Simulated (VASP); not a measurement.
Input of a VASP 6.6.1 run:

File INCAR:

```
SYSTEM = Mg3SiO
  PREC = Accurate
  ENCUT = 840
  EDIFF = 1E-6
  ISMEAR = -1
  SIGMA = 0.02
  LREAL = .FALSE.
  LASPH = .TRUE.
  NELM = 120
  ALGO = Normal
  ISIF = 2
  LWAVE = .FALSE.
  LCHARG = .FALSE.
  GGA = CA
  NBANDS = 28
  GGA_COMPAT = .FALSE.
```

Contents of KPOINTS:

```
Automatic mesh
0
G
  6 6 6
  0 0 0
```

File POSCAR:

```
Mg3SiO
1.0
    4.1379967222      0.0000000000      0.0000000000
    0.0000000000      4.1379967222      0.0000000000
    0.0000000000      0.0000000000      4.1379967222
Si O Mg
1 1 3
Direct
    0.0000000000      0.0000000000      0.0000000000
    0.5000000000      0.5000000000      0.5000000000
    0.5000000000      0.5000000000      0.0000000000
    0.5000000000      0.0000000000      0.5000000000
    0.0000000000      0.5000000000      0.5000000000
```

Potentials or basis: VASP PAW LDA potentials, release 64 (Si, O, Mg_sv).

Run with:

```bash
$ cat potpaw_LDA.64/Si/POTCAR potpaw_LDA.64/O/POTCAR potpaw_LDA.64/Mg_sv/POTCAR > POTCAR
$ mpirun -np 1 vasp_std > vasp.out
```

(1) What does it give for the pressure?

(2) What does it give for the band gap on the k mesh?

## Answers

(1) 0.1 GPa.

(2) 0.15 eV (least direct gap 0.62 eV).

Caveat: semilocal functionals underestimate gaps, and a narrow one can read as zero.
